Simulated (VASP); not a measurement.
Wanted: the native input for a VASP 6.6.1 run.

* Task: single point
* Functional: PBEsol
* Potentials or basis: VASP PAW PBE potentials, release 64 (Ba_sv, S)
* Cutoff: 520 eV
* k mesh: 14 × 14 × 14
* Occupations: fermi-dirac, width 0.1 eV
* Spin: no spin polarisation
* Dipole correction: no
* Further INCAR settings: ALGO = Normal; EDIFF = 1e-06; NBANDS = 15

The structure of BaS lies in POSCAR:

```
BaS
1.0
    0.0000000000      3.1662959514      3.1662959514
    3.1662959514      0.0000000000      3.1662959514
    3.1662959514      3.1662959514      0.0000000000
Ba S
1 1
Direct
    0.0000000000      0.0000000000      0.0000000000
    0.5000000000      0.5000000000      0.5000000000
```

These files were run (other wordings do the same):

INCAR

```
SYSTEM = BaS
PREC = Accurate
ENCUT = 520
EDIFF = 1E-6
ISMEAR = -1
SIGMA = 0.1
LREAL = .FALSE.
LASPH = .TRUE.
NELM = 80
ALGO = Normal
ISIF = 2
LWAVE = .FALSE.
LCHARG = .FALSE.
GGA = PS
NBANDS = 15
```

KPOINTS

```
Automatic mesh
0
G
  14 14 14
  0 0 0
```

Potentials or basis: VASP PAW PBE potentials, release 64 (Ba_sv, S).

Command:

```bash
$ cat potpaw_PBE.64/Ba_sv/POTCAR potpaw_PBE.64/S/POTCAR > POTCAR
$ mpirun -np 1 vasp_std > vasp.out
```

It gave:

```yaml
Pressure: 0.7 GPa
Band_gap_on_the_k_mesh: 1.93 eV, indirect (least direct gap 2.06 eV)
```

Caveat: the PAW data sets were made with another functional, which shifts forces and pressure a little; spin-orbit coupling is left out, which moves the levels of the heavy elements.

Run time: 85 s on 1 thread of Intel Xeon 6975P-C, on a shared host, peak memory 0.27 GiB.
